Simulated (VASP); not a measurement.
# BN (sol) (P6_3mc) in VASP: notebook

Runs on BN (sol). Level: PBEsol. Tasks: single point.

Program: VASP 6.6.1. These are calculated values, not measurements. Logs are shortened: lines on timing, memory, paths and dates and some standing lists are left out, and cuts for length are marked.

## Step 1: The cell of the first run

Symmetry: P6_3mc, No. 186, hexagonal system. The conventional cell has a = 2.547 Å, b = 2.547 Å, c = 4.161 Å, α = 90.00°, β = 90.00°, γ = 120.00°. B (site symmetry 3m) has 4 N at 1.56 Å within 2.1 Å. N (site symmetry 3m) has 4 B at 1.56 Å within 2.1 Å.

## Step 2: Single point, PBEsol (strained cell)

The input, INCAR:

```
  ALGO = Normal
  EDIFF = 1E-6
  ENCUT = 520
  GGA = PS
  ISIF = 2
  ISMEAR = 0
  LASPH = T
  LCHARG = F
  LREAL = F
  LWAVE = F
  NBANDS = 16
  NELM = 100
  PREC = Accurate
  SIGMA = 0.02
```

The input, KPOINTS:

```
k-points
0
Gamma
  9 9 6
```

The input, POSCAR:

```
BN
1.0
    2.5469119616      0.0000000000      0.0000000000
   -1.2734559808      2.2056904599      0.0000000000
    0.0000000000      0.0000000000      4.1606277790
B N
2 2
Direct
    0.3333333333      0.6666666667     -0.0003702329
    0.6666666667      0.3333333333      0.4996297671
    0.3333333333      0.6666666667      0.3743702329
    0.6666666667      0.3333333333      0.8743702329
```

Potentials or basis: VASP PAW PBE potentials, release 64 (B, N).

Started as:

```console
cat potpaw_PBE.64/B/POTCAR potpaw_PBE.64/N/POTCAR > POTCAR
mpirun -np 1 vasp_std > vasp.out
```

OUTCAR:

```text
EDIFF = 1E-6
   ENCUT = 520
   GGA = PS
   ISIF = 2
   ISMEAR = 0
   LASPH = T
   LREAL = F
   NELM = 100
   PREC = Accurate

 ion  position               nearest neighbor table
   1  0.333  0.667  1.000-   3 1.56   4 1.56   4 1.56   4 1.56
   2  0.667  0.333  0.500-   4 1.56   3 1.56   3 1.56   3 1.56
   3  0.333  0.667  0.374-   1 1.56   2 1.56   2 1.56   2 1.56
   4  0.667  0.333  0.874-   2 1.56   1 1.56   1 1.56   1 1.56

  LATTYP: Found a hexagonal cell.
 ALAT       =     2.5469119616
 C/A-ratio  =     1.6335970154

  Lattice vectors:

 A1 = (   2.5469119616,   0.0000000000,   0.0000000000)
 A2 = (  -1.2734559808,   2.2056904599,   0.0000000000)
 A3 = (   0.0000000000,   0.0000000000,   4.1606277790)

Analysis of symmetry for initial positions (statically):
=====================================================================
 Subroutine PRICEL returns:
 Original cell was already a primitive cell.

 Routine SETGRP: Setting up the symmetry group for a
 hexagonal supercell.

 Subroutine GETGRP returns: Found 12 space group operations
 (whereof  6 operations were pure point group operations)
 out of a pool of 24 trial point group operations.

The static configuration has the point symmetry C_3v.
 The point group associated with its full space group is C_6v.

Analysis of symmetry for dynamics (positions and initial velocities):
=====================================================================
 Subroutine PRICEL returns:
 Original cell was already a primitive cell.

 Routine SETGRP: Setting up the symmetry group for a
 hexagonal supercell.

 Subroutine GETGRP returns: Found 12 space group operations
 (whereof  6 operations were pure point group operations)
 out of a pool of 24 trial point group operations.

The dynamic configuration has the point symmetry C_3v.
 The point group associated with its full space group is C_6v.

 Subroutine INISYM returns: Found 12 space group operations
 (whereof  6 operations are pure point group operations),
 and found     1 'primitive' translations

----------------------------------------------------------------------------------------

                                     Primitive cell

  volume of cell :      23.3732

  direct lattice vectors                    reciprocal lattice vectors
[... 86 lines left out ...]
   LNONCOLLINEAR =      F non collinear calculations
   LSORBIT =      F    spin-orbit coupling
   LASPH  =      T    aspherical Exc in radial PAW
   ENCUT  =  520.0 eV  38.22 Ry    6.18 a.u.   4.74  4.74  7.74*2*pi/ulx,y,z
   NELM   =    100;   NELMIN=  2; NELMDL= -5     # of ELM steps
   EDIFF  = 0.1E-05   stopping-criterion for ELM
   LREAL  =      F    real-space projection
   EDIFFG = 0.1E-04   stopping-criterion for IOM
   NSW    =      0    number of steps for IOM
   IBRION =     -1    ionic relax: 0-MD 1-quasi-New 2-CG
   NFREE  =      0    steps in history (QN), initial steepest desc. (CG)
   ISIF   =      2    stress and relaxation
   ISYM   =      2    0-nonsym 1-usesym 2-fastsym
   POTIM  = 0.5000    time-step for ionic-motion
   TEBEG  =    0.0;   TEEND  =   0.0 temperature during run
   PSTRESS=    0.0 pullay stress
   NELECT =      16.0000    total number of electrons
   NUPDOWN=      -1.0000    fix difference up-down
   EMIN   =  10.00;   EMAX   =-10.00  energy-range for DOS
   EFERMI =   0.00;   METHOD = LEGACY
   ISMEAR =     0;   SIGMA  =   0.02  broadening in eV -4-tet -1-fermi 0-gaus
   EFERMI_NEDOS =   21; number of points for ismear=-14 and -15
   IALGO  =     38    algorithm
   IMIX   =      4    mixing-type and parameters
     AMIX     =   0.40;   BMIX     =  1.00
     AMIX_MAG =   1.60;   BMIX_MAG =  1.00
  volume/ion in A,a.u.               =       5.84        39.43
  Fermi-wavevector in a.u.,A,eV,Ry     =   1.442810  2.726515 28.323244  2.081700
  Thomas-Fermi vector in A             =   2.561288
   LORBIT       =      0    0 simple, 1 ext, 2 COOP (PROOUT), +10 PAW based schemes
   GGA     = PS    functional components
   LHFCALC =     F    Hartree Fock is set to
   AEXX    =    0.0000 exact exchange contribution
   IVDW    =     0    specifies the selected vdW correction
   LEPSILON=     F    determine dielectric tensor
   LRPA    =     F    only Hartree local field effects (RPA)
 non-spin polarized calculation
 Gauss-broadening in eV      SIGMA  =   0.02
  energy-cutoff  :      520.00
  volume of cell :       23.37
 maximum number of plane-waves:       652
 NGX is ok and might be reduce to    20
   NGX =  9   NGY =  9   NGZ = 15

 number of electron      16.0000001 magnetization

 Free energy of the ion-electron system (eV)
  ---------------------------------------------------
  ext. energy  EPLUGINS =         0.00000000
  ---------------------------------------------------
  free energy    TOTEN  =       -36.61644416 eV

  energy without entropy =      -36.61644416  energy(sigma->0) =      -36.61644416

 E-fermi :   7.8187     XC(G=0): -13.0584

 val. band max:        7.6442922787   @ k =   0.0000   0.0000   0.0000
 cond. band min:      12.6437143152   @ k =   0.3333   0.3333   0.0000
 fundamental gap:      4.9994220365
 Fermi energy:         7.8187470787

 k-point     1 :       0.0000    0.0000    0.0000
  band No.  band energies     occupation
      1     -12.9000      2.00000
      2      -8.5322      2.00000
      3      -3.4274      2.00000
      4       5.3923      2.00000
      5       5.3923      2.00000
      6       7.4171      2.00000
[... 433 lines left out ...]
      3      -1.6329      2.00000
      4      -0.2482      2.00000
      5      -0.2482      2.00000
      6       1.7686      2.00000
[... 8 lines left out ...]
     15      23.8659      0.00000
     16      23.8659      0.00000

 [... further k-points ...]
[... 5 lines left out ...]
  --------------------------------------------------------------------------------------
  -------------------------------------------------------------------------------------
  Total       -0.1812334     -0.1812334      1.6491031     -0.0000000     -0.0000000      0.0000000
  in kB      -12.4231398    -12.4231398    113.0423097     -0.0000000     -0.0000000      0.0000000
  external PRESSURE =      29.3986767 kB  Pullay stress =       0.0000000 kB

 VOLUME and BASIS-vectors are now :
 -----------------------------------------------------------------------------
  energy-cutoff  :      520.00
  volume of cell :       23.37
      direct lattice vectors                 reciprocal lattice vectors
     2.546911962  0.000000000  0.000000000     0.392632339  0.226686386  0.000000000
    -1.273455981  2.205690460  0.000000000     0.000000000  0.453372773  0.000000000
     0.000000000  0.000000000  4.160627779     0.000000000  0.000000000  0.240348345

 POSITION                                       TOTAL-FORCE (eV/Angst)
 -----------------------------------------------------------------------------------
     -0.00000      1.47046      4.15909         0.000000      0.000000     -0.000569
      1.27346      0.73523      2.07877        -0.000000     -0.000000     -0.000569
     -0.00000      1.47046      1.55762        -0.000000      0.000000      0.000569
      1.27346      0.73523      3.63793         0.000000     -0.000000      0.000569
 -----------------------------------------------------------------------------------
    total drift:                               -0.000000     -0.000000     -0.000277

  FREE ENERGIE OF THE ION-ELECTRON SYSTEM (eV)
  ---------------------------------------------------
  free  energy   TOTEN  =       -36.6164441640 eV

  energy  without entropy=      -36.6164441640  energy(sigma->0) =      -36.61644416
```

OSZICAR:

```text
N       E                     dE             d eps       ncg     rms          rms(c)
DAV:   1     0.375307397155E+02    0.37531E+02   -0.82709E+03  1536   0.970E+02
DAV:   2    -0.362690806717E+02   -0.73800E+02   -0.69286E+02  2232   0.232E+02
DAV:   3    -0.385506971421E+02   -0.22816E+01   -0.22751E+01  1744   0.373E+01
DAV:   4    -0.385560914860E+02   -0.53943E-02   -0.53939E-02  1904   0.204E+00
DAV:   5    -0.385561053354E+02   -0.13849E-04   -0.13849E-04  1672   0.963E-02    0.937E+00
DAV:   6    -0.368252510131E+02    0.17309E+01   -0.20449E+00  1968   0.129E+01    0.455E+00
DAV:   7    -0.366578589479E+02    0.16739E+00   -0.30248E-01  1952   0.437E+00    0.270E+00
DAV:   8    -0.366175492327E+02    0.40310E-01   -0.50270E-02  1864   0.174E+00    0.245E-01
DAV:   9    -0.366163606269E+02    0.11886E-02   -0.19790E-03  1760   0.499E-01    0.127E-01
DAV:  10    -0.366164429178E+02   -0.82291E-04   -0.24446E-04  1848   0.127E-01    0.196E-02
DAV:  11    -0.366164441289E+02   -0.12111E-05   -0.19808E-05  1960   0.410E-02    0.118E-02
DAV:  12    -0.366164441640E+02   -0.35132E-07   -0.28470E-06  1688   0.166E-02
   1 F= -.36616444E+02 E0= -.36616444E+02  d E =-.419695E-37
```

stdout:

```text
POSCAR found type information on POSCAR B N
 POSCAR found :  2 types and       4 ions
 scaLAPACK will be used
 -----------------------------------------------------------------------------
|                                                                             |
|                                                                             |
|     You enforced a specific xc type in the INCAR file but a different       |
|     I HOPE YOU KNOW WHAT YOU ARE DOING!                                     |
|                                                                             |
 -----------------------------------------------------------------------------

 LDA part: xc-table for (Slater+PW92), standard interpolation
 POSCAR, INCAR and KPOINTS ok, starting setup
 FFT: planning ... GRIDC
 FFT: planning ... GRID_SOFT
 FFT: planning ... GRID
 WAVECAR not read
 entering main loop
```

Run time: 6.8 s. Hardware: 1 thread of Intel Xeon 6975P-C (Granite Rapids), shared host; peak memory 0.13 GiB.

What came out:

```
Free energy            : -36.6164 eV
Pressure               : 2.9 GPa
Band gap on the k mesh : 5.00 eV, indirect (least direct gap 8.18 eV)
```

Caveat: the cell differs from its parent crystal (strained cell); the PAW data sets were made with another functional, which shifts forces and pressure a little. A k mesh can miss the band edges.

(Continued in part 2 of 2.)
